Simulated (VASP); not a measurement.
Input of a VASP 6.6.1 run:

The input INCAR:

```
SYSTEM = Ta6Si
ALGO = Normal
DIPOL = 0.5 0.5 0.345
EDIFF = 1E-7
ENCUT = 520
GGA = PE
IDIPOL = 3
ISIF = 2
ISMEAR = 0
LASPH = .TRUE.
LCHARG = .FALSE.
LDIPOL = .TRUE.
LREAL = .FALSE.
LWAVE = .FALSE.
NBANDS = 44
NELM = 60
PREC = Accurate
SIGMA = 0.1
```

The input KPOINTS:

```
k-points
0
G
  6 6 1
  0 0 0
```

The input POSCAR:

```
Ta6Si
1.0
    4.6937283334      0.0000000000      0.0000000000
   -2.3468641667      4.0648879751      0.0000000000
    0.0000000000      0.0000000000     19.9881921067
Ta Si
6 1
Direct
    0.6666666667      0.3333333333      0.2001181487
    0.3333333333      0.6666666667      0.2480516125
    0.0000000000      0.0000000000      0.2959850764
    0.6666666667      0.3333333333      0.3401842440
    0.3333333333      0.6666666667      0.3819724415
    0.0000000000      0.0000000000      0.4246603225
    0.8888888889      0.2222222222      0.5215507282
```

Potentials or basis: VASP PAW PBE potentials, release 64 (Ta_pv, Si).

The run is started by

```console
$ cat potpaw_PBE.64/Ta_pv/POTCAR potpaw_PBE.64/Si/POTCAR > POTCAR
$ mpirun -np 1 vasp_std > vasp.out
```

Q: Estimate the band gap on the k mesh.

A: Zero (bands 35 and 36 overlap by 0.03 eV).

Q: What does it give for the largest force?

A: 2.114 eV/Å.

Forces on the atoms (eV/Å):
```
Ta   0.051 -0.007  1.912
Ta  -0.004 -0.014 -0.368
Ta  -0.086 -0.018 -2.113
Ta  -0.075  0.017 -0.176
Ta   0.331 -0.335  1.379
Ta   0.851 -0.595 -0.645
Si  -1.068  0.952  0.010
```

Caveat: spin-orbit coupling is left out, which moves the levels of the heavy elements.
